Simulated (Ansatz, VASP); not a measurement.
**Two plane-wave programs on Ge**

```
CELL_PARAMETERS angstrom
0.00000 2.88415 2.88415
2.88415 0.00000 2.88415
2.88415 2.88415 0.00000
ATOMIC_POSITIONS crystal
Ge 0.00000 0.00000 0.00000
Ge 0.25000 0.25000 0.25000
```

Change from the starting cell: volume scaled by 1.06, ions relaxed.

Alike in both runs: functional PBE; k mesh 14 × 14 × 14; occupations fermi-dirac, width 0.05 eV; no spin polarisation.

Ansatz relaxed the structure, and its values are those at the end. VASP's run is a single point on that final structure, the one shown.

|  | VASP | Ansatz |
| --- | --- | --- |
| version | VASP 6.6.1 | Ansatz 0.2.0 |
| potentials or method | VASP PAW PBE potentials, release 64 (Ge_d) | plane-wave PAW, scalar-relativistic |
| plane-wave cutoff (eV) | 520 | 420 |
| valence electrons in the cell | 28 | 28 |

|  | VASP | Ansatz | Ansatz less VASP |
| --- | --- | --- | --- |
| pressure (GPa) | -0.3 | -0.2 | +0.05 |

Ansatz's warnings: stress scf threshold loose.
